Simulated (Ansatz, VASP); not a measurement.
## Two plane-wave programs on PtF3

INCAR

```
ALGO = Normal ; EDIFF = 1E-6
ENCUT = 520 ; GGA = PE
ISIF = 2 ; ISMEAR = 0
LASPH = T ; LCHARG = F
LREAL = F ; LWAVE = F
NBANDS = 24 ; NELM = 80
PREC = Accurate ; SIGMA = 0.1
```

The input KPOINTS:

```
k-points
0
Gamma
  6 6 6
```

The input POSCAR:

```
PtF3
1.0
    3.5824116790      0.0000000000      0.0000000000
    0.0000000000      3.5824116790      0.0000000000
    0.0000000000      0.0000000000      3.5824116790
Pt F
1 3
Direct
    0.0000000000      0.0000000000      0.0000000000
    0.0000000000      0.5000000000      0.5000000000
    0.5000000000      0.0000000000      0.5000000000
    0.5000000000      0.5000000000      0.0000000000
```

Input for Ansatz:

```yaml
crystal:
  lattice:
    - [3.582411679, 0.0, 0.0]
    - [0.0, 3.582411679, 0.0]
    - [0.0, 0.0, 3.582411679]
  atoms:
    - { symbol: Pt, position: [0.0, 0.0, 0.0] }
    - { symbol: F, position: [0.0, 0.5, 0.5] }
    - { symbol: F, position: [0.5, 0.0, 0.5] }
    - { symbol: F, position: [0.5, 0.5, 0.0] }
basis:
  ecutwfc: 420
kpoints:
  mp_grid: { grid: [6, 6, 6] }
hamiltonian:
  xc: pbe
scf:
  occupations: { method: gaussian, width: 0.1 }
  lower_state_search: "off"
output:
  forces: true
  stress: true
  eigenvalues: true
```

Alike in both runs: task single point; functional PBE; k mesh 6 × 6 × 6; occupations gaussian, width 0.1 eV; no spin polarisation.

```csv
,VASP,Ansatz
version,VASP 6.6.1,Ansatz 0.2.0
potentials or method,"VASP PAW PBE potentials, release 64 (Pt, F), cutoff 520 eV","scalar-relativistic, plane waves, PAW"
valence electrons in the cell,31,39
```

```tsv
	VASP	Ansatz	Ansatz less VASP
gap on the k mesh at the Fermi level (eV)	none	none	-
pressure (GPa)	-10.8	-10.4	+0.47
```

A gap of «none» marks a metal or a gap that the smearing closes. The functional is the same, so the differences come from potentials, cutoffs and numerics. VASP's potentials hold 31 valence electrons a cell and Ansatz's 39, so a difference there can come from the potentials and not from the codes.

Spin-orbit coupling is off throughout.
